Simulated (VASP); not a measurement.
Ge3N4:

```
Ge N
1.0
     7.96349    0.00000    0.00000
    -3.98174    6.89658    0.00000
     0.00000    0.00000    3.09476
Ge N
6 8
Direct
  0.83064 0.23636 0.75000
  0.59428 0.83064 0.25000
  0.23636 0.40572 0.25000
  0.76364 0.59428 0.75000
  0.40572 0.16936 0.75000
  0.16936 0.76364 0.25000
  0.66667 0.33333 0.75000
  0.33333 0.66667 0.25000
  0.66988 0.97274 0.75000
  0.69714 0.66988 0.25000
  0.97274 0.30286 0.25000
  0.02726 0.69714 0.75000
  0.33012 0.02726 0.25000
  0.30286 0.33012 0.75000
```

This cell differs from its parent crystal: epitaxial xy strain -1.0%.

Base run:

| Property | Result |
| --- | --- |
| Program | VASP 6.6.1 |
| Functional | r2SCAN |
| Potentials or basis | VASP PAW PBE potentials, release 64 (Ge_d, N) |
| Cutoff | 660 eV |
| k mesh | 6 × 6 × 8 |
| Occupations | gaussian, width 0.01 eV |
| Spin | no spin polarisation |

Its results: band gap on the k mesh 2.84 eV; pressure 3.7 GPa; largest force 0.008 eV/Å.

The run is repeated on the same cell with these changes: functional from r2SCAN to PBE; cutoff from 660 eV to 600 eV; occupations from gaussian, width 0.01 eV to fermi-dirac, width 0.02 eV. What comes out?

Band gap on the k mesh 2.40 eV; pressure 8.7 GPa; largest force 0.067 eV/Å.

Caveats: the cell stands under pressure; the PAW data sets were made with another functional, which shifts forces and pressure a little (at least some runs).

A k mesh can miss the band edges.
